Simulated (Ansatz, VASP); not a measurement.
# One calculation of Cr, two programs

File INCAR:

```
SYSTEM = Cr
PREC     = Accurate       ! precision mode
ENCUT    = 520            ! plane-wave cutoff, eV
EDIFF    = 1E-6           ! SCF threshold, eV
ISMEAR   = 0              ! smearing method
SIGMA    = 0.1            ! smearing width, eV
LREAL    = .FALSE.        ! projectors in reciprocal space
LASPH    = .TRUE.         ! aspherical terms in the spheres
NELM     = 150            ! most SCF steps
ALGO     = Normal         ! electronic algorithm
ISIF     = 2              ! what is computed and relaxed
LWAVE    = .FALSE.        ! write WAVECAR
LCHARG   = .FALSE.        ! write CHGCAR
ISPIN    = 2              ! spin polarisation
MAGMOM   = -1.11 1.11     ! initial moments
LORBIT   = 11             ! projections on sites
LMAXMIX  = 4              ! l up to which the mixer works
GGA      = PE             ! functional
NBANDS   = 23             ! bands
```

Contents of KPOINTS:

```
Automatic mesh
0
G
  14 14 14
  0 0 0
```

File POSCAR:

```
Cr
1.0
    2.9582792746      0.0000000000      0.0000000000
    0.0000000000      2.9582792746      0.0000000000
    0.0000000000      0.0000000000      2.9582792746
Cr
2
Direct
    0.0000000000      0.0000000000      0.0000000000
    0.5000000000      0.5000000000      0.5000000000
```

Input for Ansatz:

```yaml
crystal:
  lattice:
    - [2.9582792746, 0.0, 0.0]
    - [0.0, 2.9582792746, 0.0]
    - [0.0, 0.0, 2.9582792746]
  atoms:
    - { symbol: Cr, position: [0.0, 0.0, 0.0], spin: -1.11 }
    - { symbol: Cr, position: [0.5, 0.5, 0.5], spin: 1.11 }
basis:
  ecutwfc: 420
kpoints:
  mp_grid: { grid: [14, 14, 14] }
hamiltonian:
  xc: pbe
scf:
  occupations: { method: gaussian, width: 0.1 }
output:
  forces: true
  stress: true
  eigenvalues: true
  populations: true
magnetization:
  spin_polarized: true
```

Alike in both runs: task single point; functional PBE; k mesh 14 × 14 × 14; occupations gaussian, width 0.1 eV; collinear spin.

|  | VASP | Ansatz |
| --- | --- | --- |
| version | VASP 6.6.1 | Ansatz 0.2.0 |
| potentials or method | VASP PAW PBE potentials, release 64 (Cr_pv), cutoff 520 eV | scalar-relativistic, plane waves, PAW |
| valence electrons in the cell | 24 | 28 |

|  | VASP | Ansatz | Ansatz less VASP |
| --- | --- | --- | --- |
| gap on the k mesh at the Fermi level (eV) | none | none | - |
| pressure (GPa) | -12.2 | -12.5 | -0.28 |
| net moment per atom (μB) | 0.00 | 0.00 | 0.000 |
| size of the moment on the site where the two differ most (μB) | 1.75 | 1.64 | -0.117 |

Site moments also hang on the region over which each program counts them. A gap of «none» marks a metal or a gap that the smearing closes. VASP's potentials hold 24 valence electrons a cell and Ansatz's 28, so a difference there can come from the potentials and not from the codes.
